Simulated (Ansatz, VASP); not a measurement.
## MgB2: VASP beside Ansatz

```
Mg B
1.0
     3.08500    0.00000    0.00000
    -1.54250    2.67169    0.00000
     0.00000    0.00000    3.48777
Mg B
1 2
Direct
  0.00000 0.00000 0.00000
  0.33333 0.66667 0.50000
  0.66667 0.33333 0.50000
```

Change from the starting cell: zz strain of -1 %.

Alike in both runs: task single point; functional PBE; k mesh 12 × 12 × 9; occupations fermi-dirac, width 0.05 eV; no spin polarisation.

|  | VASP | Ansatz |
| --- | --- | --- |
| version | VASP 6.6.1 | Ansatz 0.2.0 |
| potentials or method | VASP PAW PBE potentials, release 64 (Mg, B), cutoff 520 eV | all-electron LAPW, scalar-relativistic |

```csv
,VASP,Ansatz,Ansatz less VASP
pressure (GPa),-0.2,0.0,+0.22
"traceless stress, the component that is largest in VASP (GPa)",1.90,2.06,+0.159
```

Ansatz ran all-electron here, and VASP with PAW potentials.
